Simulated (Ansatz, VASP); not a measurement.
## One calculation of SnTe, two programs

INCAR

```
SYSTEM = SnTe
PREC     = Accurate       ! precision mode
ENCUT    = 600            ! plane-wave cutoff, eV
EDIFF    = 1E-6           ! SCF threshold, eV
ISMEAR   = -1             ! smearing method
SIGMA    = 0.05           ! smearing width, eV
LREAL    = .FALSE.        ! projectors in reciprocal space
LASPH    = .TRUE.         ! aspherical terms in the spheres
NELM     = 60             ! most SCF steps
ALGO     = Normal         ! electronic algorithm
ISIF     = 3              ! what is computed and relaxed
LWAVE    = .FALSE.        ! write WAVECAR
LCHARG   = .FALSE.        ! write CHGCAR
GGA      = PE             ! functional
ALDAC    = 0.0          
AGGAC    = 0.0          
IBRION   = 2              ! ionic algorithm
NSW      = 60             ! ionic steps
EDIFFG   = -0.01          ! ionic threshold
```

File KPOINTS:

```
regular mesh
0
G
  7 7 7
  0 0 0
```

The input POSCAR:

```
SnTe
1.0
    0.0000000000      3.1508500000      3.1508500000
    3.1508500000      0.0000000000      3.1508500000
    3.1508500000      3.1508500000      0.0000000000
Te Sn
1 1
Direct
    0.5000000000      0.5000000000      0.5000000000
    0.0000000000      0.0000000000      0.0000000000
```

The input input.yaml:

```yaml
crystal:
  lattice:
    - [0.0, 3.15085, 3.15085]
    - [3.15085, 0.0, 3.15085]
    - [3.15085, 3.15085, 0.0]
  atoms:
    - { symbol: Te, position: [0.5, 0.5, 0.5] }
    - { symbol: Sn, position: [0.0, 0.0, 0.0] }
hamiltonian:
  xc: { exchange: pbe, correlation: none }
  pseudopotentials: { kind: paw }
kpoints:
  mp_grid: { grid: [7, 7, 7] }
scf:
  occupations: { method: fermi_dirac, width: 0.05 }
output:
  forces: true
  stress: true
  write_density: true
  write_potential: true
  elf: true
  volumetric_format: npy
relax:
  f_tol: 0.01
  max_steps: 40
  cell: { stress_tol: 0.05 }
```

Alike in both runs: task relaxation of cell and atoms; functional PBE exchange alone; k mesh 7 × 7 × 7; occupations fermi-dirac, width 0.05 eV; no spin polarisation.

```csv
,VASP,Ansatz
version,VASP 6.6.1,Ansatz 0.2.0
potentials or method,"VASP PAW PBE potentials, release 64 (Te, Sn_d)",Ansatz PAW
plane-wave cutoff (eV),600,420
valence electrons in the cell,20,30
```

Ansatz gave:

```
relaxed volume (Å³/atom)                                     : 40.80
relaxed cell length with the largest relative difference (Å) : 4.869
```

Task: What did VASP give for the same quantities?

Result: Relaxed volume (Å³/atom): 40.88; relaxed cell length with the largest relative difference (Å): 4.872.

VASP's potentials were made for PBE, not for PBE exchange alone. VASP's potentials hold 20 valence electrons a cell and Ansatz's 30, so a difference there can come from the potentials and not from the codes.

Neither program's run includes spin-orbit coupling. Noted on VASP's run: the volume moved by over 15 % at a fixed basis, so the end points are rough. Noted on Ansatz's run: the volume moved by over 15 % at a fixed basis, so the end points are rough; the plane-wave basis is chosen anew once the cell has moved, so the energies of steps on either side of that aren't comparable.
